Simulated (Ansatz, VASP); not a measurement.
## Two plane-wave programs on ZnS

File INCAR:

```
SYSTEM = ZnS
ALGO = Normal ; EDIFF = 1E-7
EDIFFG = -0.005 ; ENCUT = 600
GGA = CA ; IBRION = 2
ISIF = 3 ; ISMEAR = 0
LASPH = .TRUE. ; LCHARG = .FALSE.
LREAL = .FALSE. ; LWAVE = .FALSE.
NELM = 60 ; NSW = 70
PREC = Accurate ; SIGMA = 0.02
```

The input KPOINTS:

```
k-points
0
G
  9 9 6
  0 0 0
```

Contents of POSCAR:

```
ZnS
1.0
    3.8455096032      0.0000000000      0.0000000000
   -1.9227548016      3.3303090069      0.0000000000
    0.0000000000      0.0000000000      6.3052911691
Zn S
2 2
Direct
    0.3333333333      0.6666666667      0.0052193967
    0.6666666667      0.3333333333      0.5052193967
    0.3333333333      0.6666666667      0.3797806033
    0.6666666667      0.3333333333      0.8797806033
```

Input for Ansatz:

```yaml
crystal:
  lattice:
    - [3.8455096032, 0.0, 0.0]
    - [-1.9227548016, 3.3303090069, 0.0]
    - [0.0, 0.0, 6.3052911691]
  atoms:
    - { symbol: Zn, position: [0.3333333333, 0.6666666667, 0.0052193967] }
    - { symbol: Zn, position: [0.6666666667, 0.3333333333, 0.5052193967] }
    - { symbol: S, position: [0.3333333333, 0.6666666667, 0.3797806033] }
    - { symbol: S, position: [0.6666666667, 0.3333333333, 0.8797806033] }
basis:
  ecutwfc: 420
kpoints:
  mp_grid: { grid: [9, 9, 6] }
hamiltonian:
  xc: lda
scf:
  occupations: { method: gaussian, width: 0.02 }
output:
  forces: true
  stress: true
  eigenvalues: true
relax:
  adjacent_minimum: "off"
  f_tol: 0.005
  max_steps: 50
  cell: { stress_tol: 0.05 }
```

Alike in both runs: task relaxation of cell and atoms; functional LDA; k mesh 9 × 9 × 6; occupations gaussian, width 0.02 eV; no spin polarisation.

```csv
,VASP,Ansatz
version,VASP 6.6.1,Ansatz 0.2.0
potentials or method,"VASP PAW LDA potentials, release 64 (Zn, S), cutoff 600 eV","scalar-relativistic, plane waves, PAW"
valence electrons in the cell,36,36
```

```tsv
	VASP	Ansatz	Ansatz less VASP
gap on the k mesh at the Fermi level, each at its own relaxed structure (eV)	2.21	2.19	-0.021
relaxed volume (Å³/atom)	18.64	18.59	-0.055
relaxed length of the cell vector where the two differ most in proportion (Å)	3.742	3.738	-0.0038
```

LDA's correlation is that of Perdew and Zunger in VASP and of Perdew and Wang (1992) in Ansatz.
